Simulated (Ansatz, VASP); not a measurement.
Two plane-wave programs on TiAl

Contents of INCAR:

```
SYSTEM = TiAl
ALGO = Fast
EDIFF = 1E-7
ENCUT = 520
GGA = PS
ISIF = 2
ISMEAR = 0
LASPH = .True.
LCHARG = .False.
LREAL = .False.
LWAVE = .False.
NBANDS = 14
NELM = 60
PREC = Accurate
SIGMA = 0.15
```

KPOINTS

```
k-points
0
Gamma
  18 18 10
  0 0 0
```

File POSCAR:

```
TiAl
1.0
    2.8672622327      0.0000000000      0.0000000000
   -1.4336311163      2.4707063232      0.0000000000
    0.0000000000      0.0000000000      4.6780830000
Ti Al
1 1
Direct
    0.0000000000      0.0000000000      0.0000000000
    0.3333333333      0.6666666667      0.5000000000
```

Input for Ansatz:

```yaml
crystal:
  lattice:
    - [2.8672622327, 0.0, 0.0]
    - [-1.4336311163, 2.4707063232, 0.0]
    - [0.0, 0.0, 4.678083]
  atoms:
    - { symbol: Ti, position: [0.0, 0.0, 0.0] }
    - { symbol: Al, position: [0.3333333333, 0.6666666667, 0.5] }
basis:
  ecutwfc: 420
kpoints:
  mp_grid: { grid: [18, 18, 10] }
hamiltonian:
  xc: pbesol
scf:
  occupations: { method: gaussian, width: 0.15 }
output:
  forces: true
  stress: true
  eigenvalues: true
```

Change from the starting cell: strain -0.0050 x Voigt [0, 1, 0, 0, 0, 0], atoms carried along.

Alike in both runs: task single point; functional PBEsol; k mesh 18 × 18 × 10; occupations gaussian, width 0.15 eV; no spin polarisation.

|  | VASP | Ansatz |
| --- | --- | --- |
| version | VASP 6.6.1 | Ansatz 0.2.0 |
| potentials or method | VASP PAW PBE potentials, release 64 (Ti_sv, Al), cutoff 520 eV | scalar-relativistic, plane waves, PAW |
| valence electrons in the cell | 15 | 15 |

|  | VASP | Ansatz | Ansatz less VASP |
| --- | --- | --- | --- |
| gap on the k mesh at the Fermi level (eV) | none | none | - |
| pressure (GPa) | -2.4 | -2.4 | +0.01 |
| traceless stress, the component that is largest in VASP (GPa) | -1.06 | -1.13 | -0.066 |
| rms of the force components (eV/Å) | 0.009 | 0.009 | 0.0000 |

VASP's potentials were made for PBE, not for PBEsol. Atom by atom the forces differ by 0.000 eV/Å (rms over components). A gap of «none» marks a metal or a gap that the smearing closes.
